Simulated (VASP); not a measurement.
A run of VASP 6.6.1:

Contents of POSCAR:

```
Si
1.0
    0.0000000000      2.7221188962      2.7221188962
    2.7221188962      0.0000000000      2.7221188962
    2.7221188962      2.7221188962      0.0000000000
Si
2
Direct
    0.0000000000      0.0000000000      0.0000000000
    0.2500000000      0.2500000000      0.2500000000
```

INCAR.step1

```
PREC = Accurate
ENCUT = 520
EDIFF = 1E-5
ISMEAR = 0
SIGMA = 0.01
LREAL = F
LASPH = T
NELM = 80
ALGO = Normal
ISIF = 2
LWAVE = T
LCHARG = F
GGA = PE
NBANDS = 11
```

INCAR.step2

```
PREC = Accurate
ENCUT = 520
EDIFF = 1E-7
ISMEAR = 0
SIGMA = 0.01
LREAL = F
LASPH = T
NELM = 80
ALGO = Normal
ISIF = 2
LWAVE = F
LCHARG = F
GGA = PE
LHFCALC = T
HFSCREEN = 0.2079
PRECFOCK = Normal
ISTART = 1
NBANDS = 11
```

File KPOINTS:

```
Automatic mesh
0
Gamma
  4 4 4
```

Potentials or basis: VASP PAW PBE potentials, release 64 (Si).

Run with:

```console
$ cat potpaw_PBE.64/Si/POTCAR > POTCAR
$ cp INCAR.step1 INCAR
$ mpirun -np 1 vasp_std > vasp.out
$ cp INCAR.step2 INCAR
$ mpirun -np 1 vasp_std > vasp.out
```

Hardware: 1 thread of Intel(R) Xeon(R) 6975P-C (Granite Rapids) (shared host).

How long does it take, and how much memory?

Wall time 48 s on 1 thread of Intel(R) Xeon(R) 6975P-C (Granite Rapids) (shared host), peak memory 0.25 GiB. Counts: k points 8.
